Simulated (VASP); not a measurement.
# AlC (P-3m1) in VASP: further runs

Runs on AlC. Level: PBE. Tasks: single point, relaxation of cell and atoms.

Program: VASP 6.6.1. These are calculated values, not measurements. Logs are shortened: lines on timing, memory, paths and dates and some standing lists are left out, and cuts for length are marked.

## 1. The cell of the first run

It takes space group P-3m1 (No. 164, trigonal). Conventional cell: a = 2.559 Å, b = 2.559 Å, c = 10.001 Å, α = 90.00°, β = 90.00°, γ = 120.00°. Al (site symmetry 3m) has 9 Al at 2.56 to 2.95 Å within 3.4 Å. Within 2.0 Å of C (site symmetry 3m) lie 3 C at 1.48 Å.

## 2. Single point, PBE, collinear spin, ferromagnetic start

Contents of INCAR:

```
SYSTEM = AlC
PREC = Accurate
ENCUT = 600
EDIFF = 1E-6
ISMEAR = 0
SIGMA = 0.1
LREAL = .FALSE.
LASPH = .TRUE.
NELM = 200
ALGO = Normal
ISIF = 2
LWAVE = .FALSE.
LCHARG = .FALSE.
ISPIN = 2
MAGMOM = 0 0 1 1
LORBIT = 11
GGA = PE
NBANDS = 19
GGA_COMPAT = .FALSE.
```

Contents of KPOINTS:

```
Automatic mesh
0
G
  6 6 2
  0 0 0
```

Contents of POSCAR:

```
AlC
1.0
    2.5587953308      0.0000000000      0.0000000000
   -1.2793976654      2.2159817595      0.0000000000
    0.0000000000      0.0000000000     10.0005336353
Al C
2 2
Direct
    0.3333333333      0.6666666667      0.3723544365
    0.6666666667      0.3333333333      0.6276455635
    0.3333333333      0.6666666667      0.0000035885
    0.6666666667      0.3333333333      0.9999964115
```

Potentials or basis: VASP PAW PBE potentials, release 64 (Al, C).

Launch:

```
$ cat potpaw_PBE.64/Al/POTCAR potpaw_PBE.64/C/POTCAR > POTCAR
$ mpirun -np 1 vasp_std > vasp.out
```

OUTCAR:

```text
SYSTEM = AlC
   PREC = Accurate
   ENCUT = 600
   EDIFF = 1E-6
   ISMEAR = 0
   LREAL = .FALSE.
   LASPH = .TRUE.
   NELM = 200
   ISIF = 2
   ISPIN = 2
   LORBIT = 11
   GGA = PE

 ion  position               nearest neighbor table
   1  0.333  0.667  0.372-   2 2.95   2 2.95   2 2.95
   2  0.667  0.333  0.628-   1 2.95   1 2.95   1 2.95
   3  0.333  0.667  0.000-   4 1.48   4 1.48   4 1.48
   4  0.667  0.333  1.000-   3 1.48   3 1.48   3 1.48

  LATTYP: Found a hexagonal cell.
 ALAT       =     2.5587953308
 C/A-ratio  =     3.9082975942

  Lattice vectors:

 A1 = (   2.5587953308,   0.0000000000,   0.0000000000)
 A2 = (  -1.2793976654,   2.2159817595,   0.0000000000)
 A3 = (   0.0000000000,   0.0000000000,  10.0005336353)

Analysis of symmetry for initial positions (statically):
=====================================================================
 Subroutine PRICEL returns:
 Original cell was already a primitive cell.

 Routine SETGRP: Setting up the symmetry group for a
 hexagonal supercell.

 Subroutine GETGRP returns: Found 12 space group operations
 (whereof 12 operations were pure point group operations)
 out of a pool of 24 trial point group operations.

The static configuration has the point symmetry D_3d.

Analysis of symmetry for dynamics (positions and initial velocities):
=====================================================================
 Subroutine PRICEL returns:
 Original cell was already a primitive cell.

 Routine SETGRP: Setting up the symmetry group for a
 hexagonal supercell.

 Subroutine GETGRP returns: Found 12 space group operations
 (whereof 12 operations were pure point group operations)
 out of a pool of 24 trial point group operations.

The dynamic configuration has the point symmetry D_3d.

Analysis of structural, dynamic, and magnetic symmetry:
=====================================================================
 Subroutine PRICEL returns:
 Original cell was already a primitive cell.

 Routine SETGRP: Setting up the symmetry group for a
 hexagonal supercell.

 Subroutine GETGRP returns: Found 12 space group operations
 (whereof 12 operations were pure point group operations)
 out of a pool of 24 trial point group operations.

The overall configuration has the point symmetry D_3d.

 Subroutine INISYM returns: Found 12 space group operations
 (whereof 12 operations are pure point group operations),
 and found     1 'primitive' translations

----------------------------------------------------------------------------------------

                                     Primitive cell

  volume of cell :      56.7055

  direct lattice vectors                    reciprocal lattice vectors
     2.558795331  0.000000000  0.000000000     0.390808904  0.225633626  0.000000000
    -1.279397665  2.215981759  0.000000000     0.000000000  0.451267252  0.000000000
     0.000000000  0.000000000 10.000533635     0.000000000  0.000000000  0.099994664

  length of vectors
     2.558795331  2.558795331 10.000533635     0.451267252  0.451267252  0.099994664

  position of ions in fractional coordinates (direct lattice)
     0.333333333  0.666666667  0.372354436
     0.666666667  0.333333333  0.627645564
     0.333333333  0.666666667  0.000003589
     0.666666667  0.333333333  0.999996411

  ion indices of the primitive-cell ions
   primitive index   ion index
                 1           1
                 2           2
                 3           3
                 4           4

----------------------------------------------------------------------------------------

 KPOINTS: Automatic mesh

Automatic generation of k-mesh.
 Grid dimensions read from file:
 generate k-points for:    6    6    2

 Generating k-lattice:

  Cartesian coordinates                     Fractional coordinates (reciprocal lattice)
     0.065134817  0.037605604  0.000000000     0.166666667  0.000000000  0.000000000
     0.000000000  0.075211209  0.000000000     0.000000000  0.166666667  0.000000000
     0.000000000  0.000000000  0.049997332     0.000000000  0.000000000  0.500000000

  Length of vectors
     0.075211209  0.075211209  0.049997332

  Shift w.r.t. Gamma in fractional coordinates (k-lattice)
     0.000000000  0.000000000  0.000000000

 Subroutine IBZKPT returns following result:
 ===========================================

 Found     14 irreducible k-points:

 Following reciprocal coordinates:
            Coordinates               Weight
  0.000000  0.000000  0.000000      1.000000
  0.166667 -0.000000  0.000000      6.000000
  0.333333  0.000000  0.000000      6.000000
  0.500000  0.000000  0.000000      3.000000
  0.166667  0.166667  0.000000      6.000000
  0.333333  0.166667  0.000000     12.000000
  0.333333  0.333333  0.000000      2.000000
  0.000000  0.000000  0.500000      1.000000
  0.166667 -0.000000  0.500000      6.000000
  0.333333  0.000000  0.500000      6.000000
  0.500000  0.000000  0.500000      3.000000
  0.166667  0.166667  0.500000      6.000000
  0.333333  0.166667  0.500000     12.000000
  0.333333  0.333333  0.500000      2.000000
   k-points           NKPTS =     14   k-points in BZ     NKDIM =     14   number of bands    NBANDS=     19
   number of dos      NEDOS =    301   number of ions     NIONS =      4
   total plane-waves  NPLWV =  32000
   dimension x,y,z NGX =    20 NGY =   20 NGZ =   80
   dimension x,y,z NGXF=    40 NGYF=   40 NGZF=  160
   ions per type =               2   2
   NGX,Y,Z   is equivalent  to a cutoff of  12.99, 12.99, 13.30 a.u.
   NGXF,Y,Z  is equivalent  to a cutoff of  25.99, 25.99, 26.60 a.u.
 SYSTEM =  AlC
   PREC   = accura    normal or accurate (medium, high low for compatibility)
   ISTART =      0    job   : 0-new  1-cont  2-samecut
   ICHARG =      2    charge: 1-file 2-atom 10-const
   ISPIN  =      2    spin polarized calculation?
   LNONCOLLINEAR =      F non collinear calculations
   LSORBIT =      F    spin-orbit coupling
   LASPH  =      T    aspherical Exc in radial PAW
   ENCUT  =  600.0 eV  44.10 Ry    6.64 a.u.   5.11  5.11 19.97*2*pi/ulx,y,z
   NELM   =    200;   NELMIN=  2; NELMDL= -5     # of ELM steps
   EDIFF  = 0.1E-05   stopping-criterion for ELM
   LREAL  =      F    real-space projection
   EDIFFG = 0.1E-04   stopping-criterion for IOM
   NSW    =      0    number of steps for IOM
   IBRION =     -1    ionic relax: 0-MD 1-quasi-New 2-CG
   NFREE  =      0    steps in history (QN), initial steepest desc. (CG)
   ISIF   =      2    stress and relaxation
   ISYM   =      2    0-nonsym 1-usesym 2-fastsym
   POTIM  = 0.5000    time-step for ionic-motion
   TEBEG  =    0.0;   TEEND  =   0.0 temperature during run
   PSTRESS=    0.0 pullay stress
   NELECT =      14.0000    total number of electrons
   NUPDOWN=      -1.0000    fix difference up-down
   EMIN   =  10.00;   EMAX   =-10.00  energy-range for DOS
   EFERMI =   0.00;   METHOD = LEGACY
   ISMEAR =     0;   SIGMA  =   0.10  broadening in eV -4-tet -1-fermi 0-gaus
   EFERMI_NEDOS =   21; number of points for ismear=-14 and -15
   IALGO  =     38    algorithm
   IMIX   =      4    mixing-type and parameters
     AMIX     =   0.40;   BMIX     =  1.00
     AMIX_MAG =   1.60;   BMIX_MAG =  1.00
  volume/ion in A,a.u.               =      14.18        95.67
  Fermi-wavevector in a.u.,A,eV,Ry     =   1.027013  1.940773 14.350818  1.054755
  Thomas-Fermi vector in A             =   2.160936
   LORBIT       =     11    0 simple, 1 ext, 2 COOP (PROOUT), +10 PAW based schemes
   GGA     = PE    functional components
   LHFCALC =     F    Hartree Fock is set to
   AEXX    =    0.0000 exact exchange contribution
   IVDW    =     0    specifies the selected vdW correction
   LEPSILON=     F    determine dielectric tensor
   LRPA    =     F    only Hartree local field effects (RPA)
 spin polarized calculation
 Gauss-broadening in eV      SIGMA  =   0.10
  energy-cutoff  :      600.00
  volume of cell :       56.71
 maximum number of plane-waves:      1910
   NGX = 11   NGY = 11   NGZ = 39

 number of electron      14.0000001 magnetization       0.0293008

 number of electron      14.0000001 magnetization      -0.2110429

 Free energy of the ion-electron system (eV)
  ---------------------------------------------------
  ext. energy  EPLUGINS =         0.00000000
  ---------------------------------------------------
  free energy    TOTEN  =       -24.80758980 eV

  energy without entropy =      -24.78945963  energy(sigma->0) =      -24.79852471

 E-fermi :   5.3366     XC(G=0):  -9.5852

 val. band max:        5.3312679583   @ k =   0.3333   0.1667   0.5000
 cond. band min:       5.3541550531   @ k =   0.3333   0.1667   0.0000
 fundamental gap:      0.0228870948
 Fermi energy:         5.3366196537

 spin component 1

 k-point     1 :       0.0000    0.0000    0.0000
  band No.  band energies     occupation
      1     -13.2545      1.00000
      2      -5.2210      1.00000
      3      -2.9237      1.00000
      4      -1.4369      1.00000
      5       1.9113      1.00000
      6       2.3445      1.00000
[... 284 lines left out ...]
      5       4.1591      1.00000
      6       4.1591      1.00000
[... 11 lines left out ...]
     18      16.1594      0.00000
     19      18.4324      0.00000
 Fermi energy:         5.3366196537

 spin component 2

 k-point     1 :       0.0000    0.0000    0.0000
  band No.  band energies     occupation
      1     -13.2635      1.00000
      2      -5.3673      1.00000
      3      -3.0110      1.00000
      4      -1.4700      1.00000
      5       1.8010      1.00000
      6       2.3401      1.00000
[... 285 lines left out ...]
      6       4.0375      1.00000
[... 11 lines left out ...]
     18      16.1292      0.00000
     19      18.4031      0.00000

------------------------ aborting loop because EDIFF is reached ----------------------------------------

  FORCE on cell =-STRESS in cart. coord.  units (eV):
  Direction    XX          YY          ZZ          XY          YZ          ZX
  --------------------------------------------------------------------------------------
  -------------------------------------------------------------------------------------
  Total        0.5457713      0.5457713     -0.5490996      0.0000000      0.0000000     -0.0000000
  in kB       15.4204247     15.4204247    -15.5144657      0.0000000      0.0000000     -0.0000000
  external PRESSURE =       5.1087946 kB  Pullay stress =       0.0000000 kB

 VOLUME and BASIS-vectors are now :
 -----------------------------------------------------------------------------
  energy-cutoff  :      600.00
  volume of cell :       56.71
      direct lattice vectors                 reciprocal lattice vectors
     2.558795331  0.000000000  0.000000000     0.390808904  0.225633626  0.000000000
    -1.279397665  2.215981759  0.000000000     0.000000000  0.451267252  0.000000000
     0.000000000  0.000000000 10.000533635     0.000000000  0.000000000  0.099994664

 POSITION                                       TOTAL-FORCE (eV/Angst)
 -----------------------------------------------------------------------------------
     -0.00000      1.47732      3.72374         0.000000     -0.000000      0.290323
      1.27940      0.73866      6.27679         0.000000      0.000000     -0.290323
     -0.00000      1.47732      0.00004         0.000000      0.000000      0.025832
      1.27940      0.73866     10.00050        -0.000000     -0.000000     -0.025832
 -----------------------------------------------------------------------------------
    total drift:                                0.000000      0.000000      0.000000

  FREE ENERGIE OF THE ION-ELECTRON SYSTEM (eV)
  ---------------------------------------------------
  free  energy   TOTEN  =       -24.8075897954 eV

  energy  without entropy=      -24.7894596257  energy(sigma->0) =      -24.79852471

 total charge

# of ion       s       p       d       tot
------------------------------------------
    1        0.451   0.394   0.000   0.845
    2        0.451   0.394   0.000   0.845
    3        0.836   1.684   0.000   2.521
    4        0.836   1.684   0.000   2.521
--------------------------------------------------
tot          2.575   4.157   0.000   6.732

 magnetization (x)

# of ion       s       p       d       tot
------------------------------------------
    1       -0.013  -0.013   0.000  -0.026
    2       -0.013  -0.013   0.000  -0.026
    3       -0.000  -0.004   0.000  -0.004
    4       -0.000  -0.004   0.000  -0.004
--------------------------------------------------
tot         -0.027  -0.034   0.000  -0.061
```

It took 23 s on 1 thread of Intel Xeon 6975P-C (Granite Rapids), shared host; peak memory 0.2 GiB.

What came out:

```
Free energy                                           : -24.8076 eV
Pressure                                              : 0.5 GPa
Largest force                                         : 0.290 eV/Å
Net moment                                            : -0.21 μB per cell
Site moments                                          : Al -0.03; C -0.00 μB
Valence electrons inside the program's atomic spheres : Al 0.84; C 2.52
```

Forces in eV/Å, atoms in the order of the input:
```
Al   0.000  0.000  0.290
Al   0.000  0.000 -0.290
C    0.000  0.000  0.026
C    0.000  0.000 -0.026
```

Stress tensor (GPa, compression positive):
```
 1.54  0.00  0.00
 0.00  1.54  0.00
 0.00  0.00 -1.55
```

Levels at points of the mesh, in eV from the Fermi level:
Spin up:
| k point | band 3 | band 4 | band 5 | band 6 | band 7 | band 8 | band 9 | band 10 | band 11 | band 12 |
| --- | --- | --- | --- | --- | --- | --- | --- | --- | --- | --- |
| (0.00, 0.00, 0.00) | -8.26 | -6.77 | -3.43 | -2.99 | -2.99 | 1.61 | 4.75 | 7.68 | 7.68 | 10.15 |
| (0.50, 0.00, 0.00) | -6.04 | -3.64 | -3.25 | -2.25 | -1.10 | -0.15 | 1.61 | 3.56 | 3.78 | 6.37 |
| (0.00, 0.00, 0.50) | -8.10 | -7.05 | -3.08 | -2.99 | -2.99 | 0.85 | 6.44 | 7.68 | 7.68 | 8.41 |
| (0.50, 0.00, 0.50) | -6.04 | -3.64 | -3.28 | -2.17 | -1.05 | -0.27 | 1.44 | 3.77 | 4.08 | 6.37 |
Spin down:
```tsv
k point	band 5	band 6	band 7	band 8	band 9	band 10
(0.00, 0.00, 0.00)	-3.54	-3.00	-3.00	1.52	4.69	7.68
(0.50, 0.00, 0.00)	-3.39	-2.27	-1.22	-0.23	1.59	3.46
(0.00, 0.00, 0.50)	-3.20	-3.00	-3.00	0.77	6.36	7.68
(0.50, 0.00, 0.50)	-3.41	-2.20	-1.18	-0.36	1.41	3.66
```

Caveat: the k points lie up to 0.47 Å⁻¹ apart.

[end of part 1 of 3]
